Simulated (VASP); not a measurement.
# ZrHg (P4/mmm) in VASP: notebook

The runs below take ZrHg through single point, with LDA.

Program: VASP 6.6.1. These are calculated values, not measurements. Logs are shortened: lines on timing, memory, paths and dates and some standing lists are left out, and cuts for length are marked.

## (1) The cell of the first run

The structure is tetragonal, space group P4/mmm (No. 123). Conventional cell: a = 3.056 Å, b = 3.056 Å, c = 4.180 Å, α = 90.00°, β = 90.00°, γ = 90.00°. Zr (site symmetry 4/mmm) has 8 Hg at 3.01 Å and 4 Zr at 3.06 Å within 4.0 Å. Within 4.0 Å of Hg (site symmetry 4/mmm) lie 8 Zr at 3.01 Å and 4 Hg at 3.06 Å.

## (2) Single point, LDA

Contents of INCAR:

```
SYSTEM = ZrHg
PREC     = Accurate       ! precision mode
ENCUT    = 520            ! plane-wave cutoff, eV
EDIFF    = 1E-6           ! SCF threshold, eV
ISMEAR   = -1             ! smearing method
SIGMA    = 0.15           ! smearing width, eV
LREAL    = .False.        ! projectors in reciprocal space
LASPH    = .True.         ! aspherical terms in the spheres
NELM     = 100            ! most SCF steps
ALGO     = Fast           ! electronic algorithm
ISIF     = 2              ! what is computed and relaxed
LWAVE    = .False.        ! write WAVECAR
LCHARG   = .False.        ! write CHGCAR
NBANDS   = 19             ! bands
```

Contents of KPOINTS:

```
regular mesh
0
Gamma
  14 14 10
  0 0 0
```

Contents of POSCAR:

```
ZrHg
1.0
    3.0557039783      0.0000000000      0.0000000000
    0.0000000000      3.0557039783      0.0000000000
    0.0000000000      0.0000000000      4.1797167465
Zr Hg
1 1
Direct
    0.5000000000      0.5000000000      0.5000000000
    0.0000000000      0.0000000000      0.0000000000
```

Potentials or basis: VASP PAW LDA potentials, release 64 (Zr_sv, Hg).

Launch:

```
cat potpaw_LDA.64/Zr_sv/POTCAR potpaw_LDA.64/Hg/POTCAR > POTCAR
mpirun -np 1 vasp_std > vasp.out
```

OUTCAR:

```text
SYSTEM = ZrHg
   PREC = Accurate
   ENCUT = 520
   EDIFF = 1E-6
   ISMEAR = -1
   LREAL = .False.
   LASPH = .True.
   NELM = 100
   ISIF = 2

 ion  position               nearest neighbor table
   1  0.500  0.500  0.500-   2 3.01   2 3.01   2 3.01   2 3.01   2 3.01   2 3.01   2 3.01   2 3.01

   2  0.000  0.000  0.000-   1 3.01   1 3.01   1 3.01   1 3.01   1 3.01   1 3.01   1 3.01   1 3.01

  LATTYP: Found a simple tetragonal cell.
 ALAT       =     3.0557039783
 C/A-ratio  =     1.3678408564

  Lattice vectors:

 A1 = (   3.0557039783,   0.0000000000,   0.0000000000)
 A2 = (   0.0000000000,   3.0557039783,   0.0000000000)
 A3 = (   0.0000000000,   0.0000000000,   4.1797167465)

Analysis of symmetry for initial positions (statically):
=====================================================================
 Subroutine PRICEL returns:
 Original cell was already a primitive cell.

 Routine SETGRP: Setting up the symmetry group for a
 simple tetragonal supercell.

 Subroutine GETGRP returns: Found 16 space group operations
 (whereof 16 operations were pure point group operations)
 out of a pool of 16 trial point group operations.

The static configuration has the point symmetry D_4h.

Analysis of symmetry for dynamics (positions and initial velocities):
=====================================================================
 Subroutine PRICEL returns:
 Original cell was already a primitive cell.

 Routine SETGRP: Setting up the symmetry group for a
 simple tetragonal supercell.

 Subroutine GETGRP returns: Found 16 space group operations
 (whereof 16 operations were pure point group operations)
 out of a pool of 16 trial point group operations.

The dynamic configuration has the point symmetry D_4h.

 Subroutine INISYM returns: Found 16 space group operations
 (whereof 16 operations are pure point group operations),
 and found     1 'primitive' translations

----------------------------------------------------------------------------------------

                                     Primitive cell

  volume of cell :      39.0274

  direct lattice vectors                    reciprocal lattice vectors
     3.055703978  0.000000000  0.000000000     0.327256831  0.000000000  0.000000000
     0.000000000  3.055703978  0.000000000     0.000000000  0.327256831  0.000000000
     0.000000000  0.000000000  4.179716746     0.000000000  0.000000000  0.239250662

  length of vectors
     3.055703978  3.055703978  4.179716746     0.327256831  0.327256831  0.239250662

  position of ions in fractional coordinates (direct lattice)
     0.500000000  0.500000000  0.500000000
     0.000000000  0.000000000  0.000000000

  ion indices of the primitive-cell ions
   primitive index   ion index
                 1           1
                 2           2

----------------------------------------------------------------------------------------

 KPOINTS: regular mesh

Automatic generation of k-mesh.
 Grid dimensions read from file:
 generate k-points for:   14   14   10

 Generating k-lattice:

  Cartesian coordinates                     Fractional coordinates (reciprocal lattice)
     0.023375488  0.000000000  0.000000000     0.071428571  0.000000000  0.000000000
     0.000000000  0.023375488  0.000000000     0.000000000  0.071428571  0.000000000
     0.000000000  0.000000000  0.023925066     0.000000000  0.000000000  0.100000000

  Length of vectors
     0.023375488  0.023375488  0.023925066

  Shift w.r.t. Gamma in fractional coordinates (k-lattice)
     0.000000000  0.000000000  0.000000000

 Subroutine IBZKPT returns following result:
 ===========================================

 Found    216 irreducible k-points:

 Following reciprocal coordinates:
            Coordinates               Weight
  0.000000  0.000000  0.000000      1.000000
  0.071429  0.000000  0.000000      4.000000
  0.142857  0.000000  0.000000      4.000000
  0.214286  0.000000  0.000000      4.000000
  0.285714  0.000000  0.000000      4.000000
  0.357143  0.000000  0.000000      4.000000
[... 16 lines left out ...]
  0.285714  0.214286  0.000000      8.000000
  0.357143  0.214286  0.000000      8.000000
 [... further k-points ...]
   k-points           NKPTS =    216   k-points in BZ     NKDIM =    216   number of bands    NBANDS=     19
   number of dos      NEDOS =    301   number of ions     NIONS =      2
   total plane-waves  NPLWV =  18432
   dimension x,y,z NGX =    24 NGY =   24 NGZ =   32
   dimension x,y,z NGXF=    48 NGYF=   48 NGZF=   64
   ions per type =               1   1
   NGX,Y,Z   is equivalent  to a cutoff of  13.06, 13.06, 12.73 a.u.
   NGXF,Y,Z  is equivalent  to a cutoff of  26.11, 26.11, 25.46 a.u.
 SYSTEM =  ZrHg
   PREC   = accura    normal or accurate (medium, high low for compatibility)
   ISTART =      0    job   : 0-new  1-cont  2-samecut
   ICHARG =      2    charge: 1-file 2-atom 10-const
   ISPIN  =      1    spin polarized calculation?
   LNONCOLLINEAR =      F non collinear calculations
   LSORBIT =      F    spin-orbit coupling
   LASPH  =      T    aspherical Exc in radial PAW
   ENCUT  =  520.0 eV  38.22 Ry    6.18 a.u.   5.68  5.68  7.77*2*pi/ulx,y,z
   NELM   =    100;   NELMIN=  2; NELMDL= -5     # of ELM steps
   EDIFF  = 0.1E-05   stopping-criterion for ELM
   LREAL  =      F    real-space projection
   EDIFFG = 0.1E-04   stopping-criterion for IOM
   NSW    =      0    number of steps for IOM
   IBRION =     -1    ionic relax: 0-MD 1-quasi-New 2-CG
   NFREE  =      0    steps in history (QN), initial steepest desc. (CG)
   ISIF   =      2    stress and relaxation
   ISYM   =      2    0-nonsym 1-usesym 2-fastsym
   POTIM  = 0.5000    time-step for ionic-motion
   TEBEG  =    0.0;   TEEND  =   0.0 temperature during run
   PSTRESS=    0.0 pullay stress
   NELECT =      24.0000    total number of electrons
   NUPDOWN=      -1.0000    fix difference up-down
   EMIN   =  10.00;   EMAX   =-10.00  energy-range for DOS
   EFERMI =   0.00;   METHOD = LEGACY
   ISMEAR =    -1;   SIGMA  =   0.15  broadening in eV -4-tet -1-fermi 0-gaus
   EFERMI_NEDOS =   21; number of points for ismear=-14 and -15
   IALGO  =     68    algorithm
   IMIX   =      4    mixing-type and parameters
     AMIX     =   0.40;   BMIX     =  1.00
     AMIX_MAG =   1.60;   BMIX_MAG =  1.00
  volume/ion in A,a.u.               =      19.51       131.68
  Fermi-wavevector in a.u.,A,eV,Ry     =   1.392159  2.630799 26.369534  1.938106
  Thomas-Fermi vector in A             =   2.515928
   LORBIT       =      0    0 simple, 1 ext, 2 COOP (PROOUT), +10 PAW based schemes
   GGA     = CA    functional components
   LHFCALC =     F    Hartree Fock is set to
   AEXX    =    0.0000 exact exchange contribution
   IVDW    =     0    specifies the selected vdW correction
   LEPSILON=     F    determine dielectric tensor
   LRPA    =     F    only Hartree local field effects (RPA)
 non-spin polarized calculation
 RMM-DIIS sequential band-by-band and
  energy-cutoff  :      520.00
  volume of cell :       39.03
 maximum number of plane-waves:      1068
 NGX is ok and might be reduce to    24
   NGX = 11   NGY = 11   NGZ = 15

 number of electron      23.9999999 magnetization

 Free energy of the ion-electron system (eV)
  ---------------------------------------------------
  ext. energy  EPLUGINS =         0.00000000
  ---------------------------------------------------
  free energy    TOTEN  =       -11.00421376 eV

  energy without entropy =      -10.87443845  energy(sigma->0) =      -10.93932611

 E-fermi :   7.6958     XC(G=0): -12.2022

 val. band max:        7.6891009549   @ k =   0.4286   0.1429   0.1000
 cond. band min:       7.6990567863   @ k =   0.5000   0.1429   0.1000
 fundamental gap:      0.0099558314
 Fermi energy:         7.6958482435

 k-point     1 :       0.0000    0.0000    0.0000
  band No.  band energies     occupation
      1     -40.8289      2.00000
      2     -19.1536      2.00000
      3     -18.5808      2.00000
      4     -18.5808      2.00000
      5      -1.6606      2.00000
      6      -0.9798      2.00000
[... 11 lines left out ...]
     18      16.0537      0.00000
     19      16.6746      0.00000

 k-point     2 :       0.0714    0.0000    0.0000
  band No.  band energies     occupation
      1     -40.8247      2.00000
      2     -19.1493      2.00000
      3     -18.6244      2.00000
      4     -18.5772      2.00000
      5      -1.5560      2.00000
      6      -0.9321      2.00000
[... 11 lines left out ...]
     18      16.3668      0.00000
     19      17.2041      0.00000

 k-point     3 :       0.1429    0.0000    0.0000
  band No.  band energies     occupation
      1     -40.8129      2.00000
      2     -19.1374      2.00000
      3     -18.7452      2.00000
      4     -18.5672      2.00000
      5      -1.2895      2.00000
      6      -0.7566      2.00000
[... 11 lines left out ...]
     18      17.1406      0.00000
     19      17.4723      0.00000

 k-point     4 :       0.2143    0.0000    0.0000
  band No.  band energies     occupation
      1     -40.7957      2.00000
      2     -19.1201      2.00000
      3     -18.9157      2.00000
      4     -18.5527      2.00000
      5      -1.0352      2.00000
      6      -0.3293      2.00000
[... 11 lines left out ...]
     18      17.3783      0.00000
     19      18.1713      0.00000

 k-point     5 :       0.2857    0.0000    0.0000
  band No.  band energies     occupation
      1     -40.7766      2.00000
      2     -19.1008      2.00000
      3     -19.0998      2.00000
      4     -18.5365      2.00000
      5      -0.8767      2.00000
      6      -0.0150      2.00000
[... 11 lines left out ...]
     18      17.0484      0.00000
     19      19.3748      0.00000
[... 334 lines left out ...]
      2     -19.3849      2.00000
      3     -19.0471      2.00000
      4     -18.6597      2.00000
      5      -0.3298      2.00000
      6      -0.3078      2.00000
[... 11 lines left out ...]
     18      18.5009      0.00000
     19      18.5200      0.00000

 k-point    22 :       0.2143    0.2143    0.0000
  band No.  band energies     occupation
      1     -40.7631      2.00000
      2     -19.0837      2.00000
      3     -18.8938      2.00000
      4     -18.8616      2.00000
      5      -0.2836      2.00000
      6      -0.1952      2.00000
[... 11 lines left out ...]
     18      15.0149      0.00000
     19      18.5986      0.00000

 k-point    23 :       0.2857    0.2143    0.0000
  band No.  band energies     occupation
      1     -40.7444      2.00000
      2     -19.0628      2.00000
      3     -19.0579      2.00000
      4     -18.8546      2.00000
      5      -0.2378      2.00000
      6      -0.1263      2.00000
[... 11 lines left out ...]
     18      15.7014      0.00000
     19      18.5467      0.00000

 k-point    24 :       0.3571    0.2143    0.0000
  band No.  band energies     occupation
      1     -40.7274      2.00000
      2     -19.2144      2.00000
      3     -19.0438      2.00000
      4     -18.8356      2.00000
      5      -0.2620      2.00000
      6      -0.2557      2.00000
[... 11 lines left out ...]
     18      16.4124      0.00000
     19      18.3423      0.00000

 [... further k-points ...]

------------------------ aborting loop because EDIFF is reached ----------------------------------------

  FORCE on cell =-STRESS in cart. coord.  units (eV):
  Direction    XX          YY          ZZ          XY          YZ          ZX
  --------------------------------------------------------------------------------------
  -------------------------------------------------------------------------------------
  Total        0.9412524      0.9412524      0.9781146      0.0000000      0.0000000      0.0000000
  in kB       38.6409032     38.6409032     40.1541922      0.0000000      0.0000000      0.0000000
  external PRESSURE =      39.1453329 kB  Pullay stress =       0.0000000 kB

 VOLUME and BASIS-vectors are now :
 -----------------------------------------------------------------------------
  energy-cutoff  :      520.00
  volume of cell :       39.03
      direct lattice vectors                 reciprocal lattice vectors
     3.055703978  0.000000000  0.000000000     0.327256831  0.000000000  0.000000000
     0.000000000  3.055703978  0.000000000     0.000000000  0.327256831  0.000000000
     0.000000000  0.000000000  4.179716746     0.000000000  0.000000000  0.239250662

 POSITION                                       TOTAL-FORCE (eV/Angst)
 -----------------------------------------------------------------------------------
      1.52785      1.52785      2.08986         0.000000      0.000000      0.000000
      0.00000      0.00000      0.00000         0.000000      0.000000      0.000000
 -----------------------------------------------------------------------------------
    total drift:                                0.000000      0.000000     -0.000000

  FREE ENERGIE OF THE ION-ELECTRON SYSTEM (eV)
  ---------------------------------------------------
  free  energy   TOTEN  =       -11.0042137558 eV

  energy  without entropy=      -10.8744384545  energy(sigma->0) =      -10.93932611
```

It took 2.2 min on 1 thread of AMD EPYC 7R43 (Zen 3), shared host; peak memory 0.23 GiB.

Results:

* Free energy: -11.0042 eV
* Pressure: 3.9 GPa
* Band gap on the k mesh: zero (band 12 reaches 8.53 eV, above the bottom of band 13 at 6.97 eV)

Caveat: spin-orbit coupling is left out, which moves the levels of the heavy elements.

(Part 1 of 2 ends here.)
